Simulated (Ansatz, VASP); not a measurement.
**BSe in VASP and in Ansatz**

```
CELL_PARAMETERS angstrom
3.31685 0.00000 0.00000
-1.65843 2.87248 0.00000
0.00000 0.00000 11.15500
ATOMIC_POSITIONS crystal
B 0.66667 0.33333 0.11909
B 0.66667 0.33333 0.38091
B 0.33333 0.66667 0.61909
B 0.33333 0.66667 0.88091
Se 0.00000 0.00000 0.00000
Se 0.33333 0.66667 0.25000
Se 0.00000 0.00000 0.50000
Se 0.66667 0.33333 0.75000
```

Alike in both runs: task relaxation of cell and atoms; functional PBE; k mesh 15 × 15 × 4; occupations gaussian, width 0.1 eV; no spin polarisation.

```csv
,VASP,Ansatz
version,VASP 6.6.1,Ansatz 0.2.0
potentials or method,"VASP PAW PBE potentials, release 64 (B, Se), cutoff 600 eV","scalar-relativistic, plane waves, PAW"
valence electrons in the cell,36,76
```

Ansatz gave:

- gap on the k mesh at the Fermi level, each at its own relaxed structure (eV): none
- relaxed volume (Å³/atom): 13.22
- relaxed cell length with the largest relative difference (Å): 3.303

Estimate VASP's values.

gap on the k mesh at the Fermi level, each at its own relaxed structure (eV): none; relaxed volume (Å³/atom): 13.23; relaxed cell length with the largest relative difference (Å): 3.304.

A gap of «none» marks a metal or a gap that the smearing closes. VASP's potentials hold 36 valence electrons a cell and Ansatz's 76, so a difference there can come from the potentials and not from the codes.
